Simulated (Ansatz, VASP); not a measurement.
## TaH5: VASP beside Ansatz

```
CELL_PARAMETERS angstrom
0.00000 3.03121 3.03121
3.03121 0.00000 3.03121
3.03121 3.03121 0.00000
ATOMIC_POSITIONS crystal
Ta 0.00000 0.00000 0.00000
H 0.75000 0.75000 0.75000
H 0.37500 0.37500 0.87500
H 0.37500 0.87500 0.37500
H 0.87500 0.37500 0.37500
H 0.37500 0.37500 0.37500
```

Change from the starting cell: species swapped into the ZrCu5 type (F-43m, No. 216).

Alike in both runs: task relaxation of cell and atoms; functional PBE; k mesh 6 × 6 × 6; occupations gaussian, width 0.1 eV; no spin polarisation.

|  | VASP | Ansatz |
| --- | --- | --- |
| version | VASP 6.6.1 | Ansatz 0.2.0 |
| potentials or method | VASP PAW PBE potentials, release 64 (Ta_pv, H), cutoff 600 eV | scalar-relativistic, plane waves, PAW |
| valence electrons in the cell | 16 | 18 |

|  | VASP | Ansatz | Ansatz less VASP |
| --- | --- | --- | --- |
| gap on the k mesh at the Fermi level, each at its own relaxed structure (eV) | none | none | - |
| relaxed volume (Å³/atom) | 5.14 | 5.12 | -0.020 |
| relaxed length of the cell vector where the two differ most in proportion (Å) | 3.520 | 3.516 | -0.0045 |

A gap of «none» marks a metal or a gap that the smearing closes. VASP's potentials hold 16 valence electrons a cell and Ansatz's 18, so a difference there can come from the potentials and not from the codes.

Neither program's run includes spin-orbit coupling. Noted on VASP's run: the volume moved by over 15 % at a fixed basis, so the end points are rough.
